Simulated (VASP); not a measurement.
# CaO in VASP: further runs, part 2 of 2

VASP 6.6.1. Earlier steps stand in the parts before.

### Step 3. Single point, PBE (uniaxial x strain +3.1%)

INCAR reads:

```
  ALGO = Normal
  EDIFF = 1E-6
  ENCUT = 520
  GGA = PE
  ISIF = 2
  ISMEAR = -1
  LASPH = True
  LCHARG = True
  LELF = True
  LREAL = False
  LVHAR = True
  LWAVE = False
  NBANDS = 15
  NELM = 60
  PREC = Accurate
  SIGMA = 0.02
```

KPOINTS reads:

```
k-points
0
Gamma
  8 8 8
```

POSCAR reads:

```
CaO
1.0
    2.9943697263      0.0000000000      0.0000000000
    0.0000000000      2.9032089648      0.0000000000
    0.0000000000      0.0000000000      2.9032089648
Ca O
1 1
Direct
    0.0000000000      0.0000000000      0.0000000000
    0.5000000000      0.5000000000      0.5000000000
```

Potentials or basis: VASP PAW PBE potentials, release 64 (Ca_sv, O).

On the command line:

```console
$ cat potpaw_PBE.64/Ca_sv/POTCAR potpaw_PBE.64/O/POTCAR > POTCAR
$ mpirun -np 1 vasp_std > vasp.out
```

OUTCAR:

```text
EDIFF = 1E-6
   ENCUT = 520
   GGA = PE
   ISIF = 2
   ISMEAR = -1
   LASPH = True
   LREAL = False
   NELM = 60
   PREC = Accurate

 ion  position               nearest neighbor table
   1  0.000  0.000  0.000-   2 2.54   2 2.54   2 2.54   2 2.54   2 2.54   2 2.54   2 2.54   2 2.54

   2  0.500  0.500  0.500-   1 2.54   1 2.54   1 2.54   1 2.54   1 2.54   1 2.54   1 2.54   1 2.54

  LATTYP: Found a simple tetragonal cell.
 ALAT       =     2.9032089648
 C/A-ratio  =     1.0314000000

  Lattice vectors:

 A1 = (   0.0000000000,   2.9032089648,   0.0000000000)
 A2 = (   0.0000000000,   0.0000000000,   2.9032089648)
 A3 = (   2.9943697263,   0.0000000000,   0.0000000000)

Analysis of symmetry for initial positions (statically):
=====================================================================
 Subroutine PRICEL returns:
 Original cell was already a primitive cell.

 Routine SETGRP: Setting up the symmetry group for a
 simple tetragonal supercell.

 Subroutine GETGRP returns: Found 16 space group operations
 (whereof 16 operations were pure point group operations)
 out of a pool of 16 trial point group operations.

The static configuration has the point symmetry D_4h.

Analysis of symmetry for dynamics (positions and initial velocities):
=====================================================================
 Subroutine PRICEL returns:
 Original cell was already a primitive cell.

 Routine SETGRP: Setting up the symmetry group for a
 simple tetragonal supercell.

 Subroutine GETGRP returns: Found 16 space group operations
 (whereof 16 operations were pure point group operations)
 out of a pool of 16 trial point group operations.

The dynamic configuration has the point symmetry D_4h.

 Subroutine INISYM returns: Found 16 space group operations
 (whereof 16 operations are pure point group operations),
 and found     1 'primitive' translations

----------------------------------------------------------------------------------------

                                     Primitive cell

  volume of cell :      25.2384

  direct lattice vectors                    reciprocal lattice vectors
     2.994369726  0.000000000  0.000000000     0.333960096  0.000000000  0.000000000
     0.000000000  2.903208965  0.000000000     0.000000000  0.344446443  0.000000000
     0.000000000  0.000000000  2.903208965     0.000000000  0.000000000  0.344446443

  length of vectors
     2.994369726  2.903208965  2.903208965     0.333960096  0.344446443  0.344446443

  position of ions in fractional coordinates (direct lattice)
     0.000000000  0.000000000  0.000000000
     0.500000000  0.500000000  0.500000000

  ion indices of the primitive-cell ions
   primitive index   ion index
                 1           1
                 2           2

----------------------------------------------------------------------------------------

 KPOINTS: k-points

Automatic generation of k-mesh.
 Grid dimensions read from file:
 generate k-points for:    8    8    8

 Generating k-lattice:

  Cartesian coordinates                     Fractional coordinates (reciprocal lattice)
     0.041745012  0.000000000  0.000000000     0.125000000  0.000000000  0.000000000
     0.000000000  0.043055805  0.000000000     0.000000000  0.125000000  0.000000000
     0.000000000  0.000000000  0.043055805     0.000000000  0.000000000  0.125000000

  Length of vectors
     0.041745012  0.043055805  0.043055805

  Shift w.r.t. Gamma in fractional coordinates (k-lattice)
     0.000000000  0.000000000  0.000000000

 Subroutine IBZKPT returns following result:
 ===========================================

 Found     75 irreducible k-points:

 Following reciprocal coordinates:
            Coordinates               Weight
  0.000000  0.000000  0.000000      1.000000
  0.125000  0.000000  0.000000      2.000000
  0.250000  0.000000  0.000000      2.000000
  0.375000  0.000000  0.000000      2.000000
  0.500000  0.000000  0.000000      1.000000
  0.000000  0.125000  0.000000      4.000000
[... 16 lines left out ...]
  0.250000  0.500000  0.000000      4.000000
  0.375000  0.500000  0.000000      4.000000
 [... further k-points ...]
   k-points           NKPTS =     75   k-points in BZ     NKDIM =     75   number of bands    NBANDS=     15
   number of dos      NEDOS =    301   number of ions     NIONS =      2
   total plane-waves  NPLWV =  13824
   dimension x,y,z NGX =    24 NGY =   24 NGZ =   24
   dimension x,y,z NGXF=    48 NGYF=   48 NGZF=   48
   ions per type =               1   1
   NGX,Y,Z   is equivalent  to a cutoff of  13.32, 13.74, 13.74 a.u.
   NGXF,Y,Z  is equivalent  to a cutoff of  26.65, 27.49, 27.49 a.u.
 SYSTEM =  unknown system
   PREC   = accura    normal or accurate (medium, high low for compatibility)
   ISTART =      0    job   : 0-new  1-cont  2-samecut
   ICHARG =      2    charge: 1-file 2-atom 10-const
   ISPIN  =      1    spin polarized calculation?
   LNONCOLLINEAR =      F non collinear calculations
   LSORBIT =      F    spin-orbit coupling
   LASPH  =      T    aspherical Exc in radial PAW
   ENCUT  =  520.0 eV  38.22 Ry    6.18 a.u.   5.57  5.40  5.40*2*pi/ulx,y,z
   NELM   =     60;   NELMIN=  2; NELMDL= -5     # of ELM steps
   EDIFF  = 0.1E-05   stopping-criterion for ELM
   LREAL  =      F    real-space projection
   EDIFFG = 0.1E-04   stopping-criterion for IOM
   NSW    =      0    number of steps for IOM
   IBRION =     -1    ionic relax: 0-MD 1-quasi-New 2-CG
   NFREE  =      0    steps in history (QN), initial steepest desc. (CG)
   ISIF   =      2    stress and relaxation
   ISYM   =      2    0-nonsym 1-usesym 2-fastsym
   POTIM  = 0.5000    time-step for ionic-motion
   TEBEG  =    0.0;   TEEND  =   0.0 temperature during run
   PSTRESS=    0.0 pullay stress
   NELECT =      16.0000    total number of electrons
   NUPDOWN=      -1.0000    fix difference up-down
   EMIN   =  10.00;   EMAX   =-10.00  energy-range for DOS
   EFERMI =   0.00;   METHOD = LEGACY
   ISMEAR =    -1;   SIGMA  =   0.02  broadening in eV -4-tet -1-fermi 0-gaus
   EFERMI_NEDOS =   21; number of points for ismear=-14 and -15
   IALGO  =     38    algorithm
   IMIX   =      4    mixing-type and parameters
     AMIX     =   0.40;   BMIX     =  1.00
     AMIX_MAG =   1.60;   BMIX_MAG =  1.00
  volume/ion in A,a.u.               =      12.62        85.16
  Fermi-wavevector in a.u.,A,eV,Ry     =   1.406352  2.657621 26.909970  1.977827
  Thomas-Fermi vector in A             =   2.528721
   LORBIT       =      0    0 simple, 1 ext, 2 COOP (PROOUT), +10 PAW based schemes
   GGA     = PE    functional components
   LHFCALC =     F    Hartree Fock is set to
   AEXX    =    0.0000 exact exchange contribution
   IVDW    =     0    specifies the selected vdW correction
   LEPSILON=     F    determine dielectric tensor
   LRPA    =     F    only Hartree local field effects (RPA)
 non-spin polarized calculation
  energy-cutoff  :      520.00
  volume of cell :       25.24
 maximum number of plane-waves:       707
 NGX is ok and might be reduce to    24
   NGX = 11   NGY = 11   NGZ = 11

 number of electron      15.9999995 magnetization

 Free energy of the ion-electron system (eV)
  ---------------------------------------------------
  ext. energy  EPLUGINS =         0.00000000
  ---------------------------------------------------
  free energy    TOTEN  =       -11.80700849 eV

  energy without entropy =      -11.80700849  energy(sigma->0) =      -11.80700849

 E-fermi :   4.6042     XC(G=0): -11.1030

 val. band max:        4.0585198333   @ k =   0.5000   0.5000   0.0000
 cond. band min:       6.7240509916   @ k =   0.0000   0.0000   0.0000
 fundamental gap:      2.6655311582
 Fermi energy:         4.6042263438

 k-point     1 :       0.0000    0.0000    0.0000
  band No.  band energies     occupation
      1     -35.4099      2.00000
      2     -15.9324      2.00000
      3     -15.8727      2.00000
      4     -15.8727      2.00000
      5     -12.3846      2.00000
      6       3.4872      2.00000
      7       3.7619      2.00000
      8       3.7619      2.00000
      9       6.7241      0.00000
     10       6.7241      0.00000
     11       8.8620      0.00000
     12      12.1767      0.00000
     13      12.1767      0.00000
     14      12.3296      0.00000
[... 401 lines left out ...]
      2     -16.9263      2.00000
      3     -16.5342      2.00000
      4     -15.6883      2.00000
      5     -11.6624      2.00000
      6       1.5819      2.00000
      7       2.0416      2.00000
      8       3.9397      2.00000
      9       7.8790      0.00000
     10       9.0381      0.00000
     11      10.6352      0.00000
     12      10.8971      0.00000
     13      12.7742      0.00000
     14      17.2394      0.00000
     15      17.3805      0.00000

 [... further k-points ...]
[... 5 lines left out ...]
  --------------------------------------------------------------------------------------
  -------------------------------------------------------------------------------------
  Total       -1.1206307      0.7239807      0.7239807     -0.0000000      0.0000000      0.0000000
  in kB      -71.1395467     45.9595286     45.9595286     -0.0000000      0.0000000      0.0000000
  external PRESSURE =       6.9265035 kB  Pullay stress =       0.0000000 kB

 VOLUME and BASIS-vectors are now :
 -----------------------------------------------------------------------------
  energy-cutoff  :      520.00
  volume of cell :       25.24
      direct lattice vectors                 reciprocal lattice vectors
     2.994369726  0.000000000  0.000000000     0.333960096  0.000000000  0.000000000
     0.000000000  2.903208965  0.000000000     0.000000000  0.344446443  0.000000000
     0.000000000  0.000000000  2.903208965     0.000000000  0.000000000  0.344446443

 POSITION                                       TOTAL-FORCE (eV/Angst)
 -----------------------------------------------------------------------------------
      0.00000      0.00000      0.00000         0.000000      0.000000      0.000000
      1.49718      1.45160      1.45160         0.000000      0.000000      0.000000
 -----------------------------------------------------------------------------------
    total drift:                                0.000000      0.000000     -0.000000

  FREE ENERGIE OF THE ION-ELECTRON SYSTEM (eV)
  ---------------------------------------------------
  free  energy   TOTEN  =       -11.8070084908 eV

  energy  without entropy=      -11.8070084908  energy(sigma->0) =      -11.80700849
```

Wall time 64 s (1 thread of AMD EPYC, shared host); peak memory 0.13 GiB.

Results:

* Free energy: -11.8070 eV
* Pressure: 0.7 GPa
* Band gap on the k mesh: 2.67 eV (least direct gap 2.96 eV)

Levels at points of the mesh, in eV from the valence-band top:
| k point | band 4 | band 5 | band 6 | band 7 | band 8 | band 9 | band 10 | band 11 | band 12 | band 13 |
| --- | --- | --- | --- | --- | --- | --- | --- | --- | --- | --- |
| (0.00, 0.00, 0.00) | -19.93 | -16.44 | -0.57 | -0.30 | -0.30 | 2.67 | 2.67 | 4.80 | 8.12 | 8.12 |
| (0.50, 0.00, 0.00) | -19.84 | -15.36 | -3.83 | -0.76 | -0.76 | 3.50 | 6.66 | 8.04 | 8.04 | 8.50 |
| (0.00, 0.50, 0.00) | -19.81 | -15.34 | -3.79 | -1.07 | -0.71 | 3.69 | 7.03 | 7.77 | 7.79 | 8.43 |
| (0.50, 0.50, 0.00) | -19.74 | -15.80 | -2.22 | -2.14 | 0.00 | 3.64 | 4.69 | 6.36 | 6.62 | 9.44 |
| (0.00, 0.50, 0.50) | -19.76 | -15.72 | -2.15 | -2.15 | -0.23 | 3.92 | 4.24 | 6.17 | 6.17 | 9.64 |
| (0.50, 0.50, 0.50) | -20.50 | -15.27 | -3.41 | -3.37 | -3.37 | 7.46 | 7.74 | 7.74 | 9.54 | 9.74 |

Caveat: the cell differs from its parent crystal (uniaxial x strain +3.1%).

### Step 4. Single point, PBE (biaxial xy strain +2.4%)

INCAR reads:

```
SYSTEM = CaO
PREC = Accurate
ENCUT = 520
EDIFF = 1E-6
ISMEAR = -1
SIGMA = 0.02
LREAL = .False.
LASPH = .True.
NELM = 80
ALGO = Normal
ISIF = 2
LWAVE = .False.
LCHARG = .False.
GGA = PE
NBANDS = 15
```

KPOINTS reads:

```
regular mesh
0
Gamma
  8 8 8
  0 0 0
```

POSCAR reads:

```
CaO
1.0
    2.9723053381      0.0000000000      0.0000000000
    0.0000000000      2.9723053381      0.0000000000
    0.0000000000      0.0000000000      2.9032089648
Ca O
1 1
Direct
    0.0000000000      0.0000000000      0.0000000000
    0.5000000000      0.5000000000      0.5000000000
```

Potentials or basis: VASP PAW PBE potentials, release 64 (Ca_sv, O).

On the command line:

```console
$ cat potpaw_PBE.64/Ca_sv/POTCAR potpaw_PBE.64/O/POTCAR > POTCAR
$ mpirun -np 1 vasp_std > vasp.out
```

OUTCAR:

```text
SYSTEM = CaO
   PREC = Accurate
   ENCUT = 520
   EDIFF = 1E-6
   ISMEAR = -1
   LREAL = .False.
   LASPH = .True.
   NELM = 80
   ISIF = 2
   GGA = PE

 ion  position               nearest neighbor table
   1  0.000  0.000  0.000-   2 2.55   2 2.55   2 2.55   2 2.55   2 2.55   2 2.55   2 2.55   2 2.55

   2  0.500  0.500  0.500-   1 2.55   1 2.55   1 2.55   1 2.55   1 2.55   1 2.55   1 2.55   1 2.55

  LATTYP: Found a simple tetragonal cell.
 ALAT       =     2.9723053381
 C/A-ratio  =     0.9767532721

  Lattice vectors:

[... 611 lines left out ...]
     11      10.6598      0.00000
     12      11.6189      0.00000
     13      11.7457      0.00000
     14      14.7932      0.00000
     15      16.8277      0.00000

 [... further k-points ...]
[... 5 lines left out ...]
  --------------------------------------------------------------------------------------
  -------------------------------------------------------------------------------------
  Total       -0.6282517     -0.6282517      0.7633153      0.0000000      0.0000000      0.0000000
  in kB      -39.2445297    -39.2445297     47.6814473      0.0000000      0.0000000      0.0000000
  external PRESSURE =     -10.2692040 kB  Pullay stress =       0.0000000 kB

 VOLUME and BASIS-vectors are now :
 -----------------------------------------------------------------------------
  energy-cutoff  :      520.00
  volume of cell :       25.65
      direct lattice vectors                 reciprocal lattice vectors
     2.972305338  0.000000000  0.000000000     0.336439190  0.000000000  0.000000000
     0.000000000  2.972305338  0.000000000     0.000000000  0.336439190  0.000000000
     0.000000000  0.000000000  2.903208965     0.000000000  0.000000000  0.344446443

 POSITION                                       TOTAL-FORCE (eV/Angst)
 -----------------------------------------------------------------------------------
      0.00000      0.00000      0.00000         0.000000      0.000000      0.000000
      1.48615      1.48615      1.45160         0.000000      0.000000      0.000000
 -----------------------------------------------------------------------------------
    total drift:                                0.000000      0.000000     -0.000000

  FREE ENERGIE OF THE ION-ELECTRON SYSTEM (eV)
  ---------------------------------------------------
  free  energy   TOTEN  =       -11.8150660488 eV

  energy  without entropy=      -11.8150660488  energy(sigma->0) =      -11.81506605
```

OSZICAR:

```text
N       E                     dE             d eps       ncg     rms          rms(c)
DAV:   1     0.123108660792E+03    0.12311E+03   -0.85231E+03  2250   0.111E+03
DAV:   2    -0.862170580835E+01   -0.13173E+03   -0.12293E+03  2783   0.292E+02
DAV:   3    -0.132785396846E+02   -0.46568E+01   -0.46264E+01  2588   0.568E+01
DAV:   4    -0.133856327604E+02   -0.10709E+00   -0.10702E+00  3205   0.792E+00
DAV:   5    -0.133870298022E+02   -0.13970E-02   -0.13970E-02  2619   0.761E-01    0.817E+00
DAV:   6    -0.119046503129E+02    0.14824E+01   -0.36566E+00  2600   0.201E+01    0.337E+00
DAV:   7    -0.118354210649E+02    0.69229E-01   -0.33882E-01  2488   0.593E+00    0.171E+00
DAV:   8    -0.118160447640E+02    0.19376E-01   -0.89150E-02  2915   0.301E+00    0.423E-01
DAV:   9    -0.118146616848E+02    0.13831E-02   -0.64509E-03  2600   0.751E-01    0.101E-01
DAV:  10    -0.118150984007E+02   -0.43672E-03   -0.81005E-04  2775   0.324E-01    0.517E-02
DAV:  11    -0.118150627240E+02    0.35677E-04   -0.80392E-05  2844   0.129E-01    0.127E-02
DAV:  12    -0.118150659574E+02   -0.32334E-05   -0.11370E-05  2697   0.333E-02    0.364E-03
DAV:  13    -0.118150660488E+02   -0.91417E-07   -0.57335E-07  1909   0.785E-03
   1 F= -.11815066E+02 E0= -.11815066E+02  d E =-.721729E-11
```

It took 61 s on 1 thread of AMD EPYC, shared host; peak memory 0.12 GiB.

Results:

* Free energy: -11.8151 eV
* Pressure: -1.0 GPa
* Band gap on the k mesh: 2.63 eV (least direct gap 2.92 eV)

Caveat: the cell differs from its parent crystal (biaxial xy strain +2.4%).

### Step 5. Single point, r2SCAN (strain along [111] +1.5%)

POSCAR reads:

```
CaO
1.0
    2.9174346887      0.0142257239      0.0142257239
    0.0142257239      2.9174346887      0.0142257239
    0.0142257239      0.0142257239      2.9174346887
Ca O
1 1
Direct
    0.0000000000      0.0000000000      0.0000000000
    0.5000000000      0.5000000000      0.5000000000
```

INCAR.step1 reads:

```
PREC = Accurate
ENCUT = 520
ISMEAR = 0
SIGMA = 0.01
LREAL = F
LASPH = T
NELM = 100
NBANDS = 15
GGA = PE
ALGO = Normal
EDIFF = 1E-4
LWAVE = T
LCHARG = F
```

INCAR.step2 reads:

```
PREC = Accurate
ENCUT = 520
EDIFF = 1E-6
ISMEAR = 0
SIGMA = 0.01
LREAL = F
LASPH = T
NELM = 100
ALGO = Normal
ISIF = 2
LWAVE = F
LCHARG = F
METAGGA = R2SCAN
LMIXTAU = T
NBANDS = 15
ISTART = 1
```

KPOINTS reads:

```
regular mesh
0
Gamma
  8 8 8
```

On the command line:

```console
$ cat potpaw_PBE.64/Ca_sv/POTCAR potpaw_PBE.64/O/POTCAR > POTCAR
$ cp INCAR.step1 INCAR
$ mpirun -np 1 vasp_std > vasp.out
$ cp INCAR.step2 INCAR
$ mpirun -np 1 vasp_std > vasp.out
```

Wall time 2.7 min (1 thread of AMD EPYC, shared host); peak memory 0.13 GiB.

It converged, with:

```yaml
Free_energy: -18.5069 eV
Pressure: -0.7 GPa
Band_gap_on_the_k_mesh: 3.28 eV (least direct gap 3.58 eV)
```

Stress tensor (GPa, compression positive):
```
-0.66  0.08  0.08
 0.08 -0.66  0.08
 0.08  0.08 -0.66
```

Levels at points of the mesh, in eV from the valence-band top:
| k point | band 5 | band 6 | band 7 | band 8 | band 9 | band 10 | band 11 | band 12 |
| --- | --- | --- | --- | --- | --- | --- | --- | --- |
| (0.00, 0.00, 0.00) | -17.37 | -0.31 | -0.31 | -0.30 | 3.28 | 3.28 | 5.93 | 8.97 |
| (0.50, 0.00, 0.00) | -16.17 | -3.75 | -0.82 | -0.74 | 4.27 | 7.72 | 8.65 | 8.77 |
| (0.50, 0.50, 0.00) | -16.70 | -2.16 | -2.11 | 0.00 | 4.45 | 5.30 | 7.12 | 7.15 |
| (0.50, 0.50, 0.50) | -16.19 | -3.41 | -3.39 | -3.39 | 8.41 | 8.57 | 8.57 | 10.49 |

Caveat: the cell differs from its parent crystal (strain along [111] +1.5%); the PAW data sets were made with another functional, which shifts forces and pressure a little.

### Step 6. Overview

| level | cell | smearing | gap on the mesh (eV) | pressure (GPa) |
| --- | --- | --- | --- | --- |
| PBE | a = 2.918 Å, angles 89.4°, 2 atoms | fermi-dirac 0.02 eV | 2.77 | 2.6 |
| PBE | a = 2.994, b = 2.903, c = 2.903 Å, 2 atoms | fermi-dirac 0.02 eV | 2.67 | 0.7 |
| PBE | a = 2.972, b = 2.972, c = 2.903 Å, 2 atoms | fermi-dirac 0.02 eV | 2.63 | -1.0 |
| r2SCAN | a = 2.918 Å, angles 89.4°, 2 atoms | gaussian 0.01 eV | 3.28 | -0.7 |

Alike in all rows: task single point; potentials or basis VASP PAW PBE potentials, release 64 (Ca_sv, O); no spin polarisation; k mesh 8 × 8 × 8; cutoff (eV) 520.

Caveats: the PAW data sets were made with another functional, which shifts forces and pressure a little (at least some runs).

Absolute energies hang on the potentials; compare differences alone.
